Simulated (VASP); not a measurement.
Set up this calculation in VASP 6.6.1, as the native input.

| Property | Result |
| --- | --- |
| Task | single point |
| Functional | HSE06 |
| Potentials or basis | VASP PAW PBE potentials, release 64 (Sn_d, Se) |
| Cutoff | 520 eV |
| k mesh | 3 × 3 × 3 |
| Occupations | fermi-dirac, width 0.05 eV |
| Spin | non-collinear spin, zero start, spin-orbit coupling |
| Starting moments | [[0.0, 0.0, 0.0], [0.0, 0.0, 0.0]] μB |
| Dipole correction | no |
| Grid for exact exchange (PRECFOCK) | Normal |
| Further INCAR settings | ALGO = Normal; EDIFF = 1e-06; NBANDS = 32 |
| Screening parameter | 0.2079 1/Å |

SnSe:

```xyz
2
Lattice="0.0000 3.3908 3.3908 3.3908 0.0000 3.3908 3.3908 3.3908 0.0000" Properties=species:S:1:pos:R:3 pbc="T T T"
Sn    0.0000    0.0000    0.0000
Se    5.0863    5.0863    5.0863
```

These files were run (other wordings do the same):

POSCAR

```
SnSe
1.0
    0.0000000000      3.3908400000      3.3908400000
    3.3908400000      0.0000000000      3.3908400000
    3.3908400000      3.3908400000      0.0000000000
Sn Se
1 1
Direct
    0.0000000000      0.0000000000      0.0000000000
    0.7500000000      0.7500000000      0.7500000000
```

INCAR.step1

```
PREC = Accurate ; ENCUT = 520
EDIFF = 1E-5 ; ISMEAR = -1
SIGMA = 0.05 ; LREAL = False
LASPH = True ; NELM = 150
ALGO = Normal ; ISIF = 2
LWAVE = True ; LCHARG = False
MAGMOM = 0 0 0 0 0 0 ; LORBIT = 11
LSORBIT = True ; GGA_COMPAT = False
LORBMOM = True ; NBANDS = 32
GGA = PE
```

INCAR.step2

```
PREC = Accurate ; ENCUT = 520
EDIFF = 1E-6 ; ISMEAR = -1
SIGMA = 0.05 ; LREAL = False
LASPH = True ; NELM = 150
ALGO = Normal ; ISIF = 2
LWAVE = False ; LCHARG = False
MAGMOM = 0 0 0 0 0 0 ; LORBIT = 11
LSORBIT = True ; GGA_COMPAT = False
LORBMOM = True ; GGA = PE
LHFCALC = True ; HFSCREEN = 0.2079
PRECFOCK = Normal ; NBANDS = 32
ISTART = 1
```

KPOINTS

```
Automatic mesh
0
Gamma
  3 3 3
```

Potentials or basis: VASP PAW PBE potentials, release 64 (Sn_d, Se).

The run is started by

```bash
$ cat potpaw_PBE.64/Sn_d/POTCAR potpaw_PBE.64/Se/POTCAR > POTCAR
$ cp INCAR.step1 INCAR
$ mpirun -np 1 vasp_ncl > vasp.out
$ cp INCAR.step2 INCAR
$ mpirun -np 1 vasp_ncl > vasp.out
```

Results of the run:

| Quantity | Value |
| --- | --- |
| Pressure | -1.4 GPa |
| Net moment | 0.00 μB per cell |
| Valence electrons inside the program's atomic spheres | Sn 12.05; Se 3.84 |

Caveat: the k points lie up to 0.53 Å⁻¹ apart; the PAW data sets were made with another functional, which shifts forces and pressure a little.

Wall time 14 min on 1 thread of Intel(R) Xeon(R) 6975P-C (Granite Rapids), with other jobs on the host, peak memory 0.51 GiB.
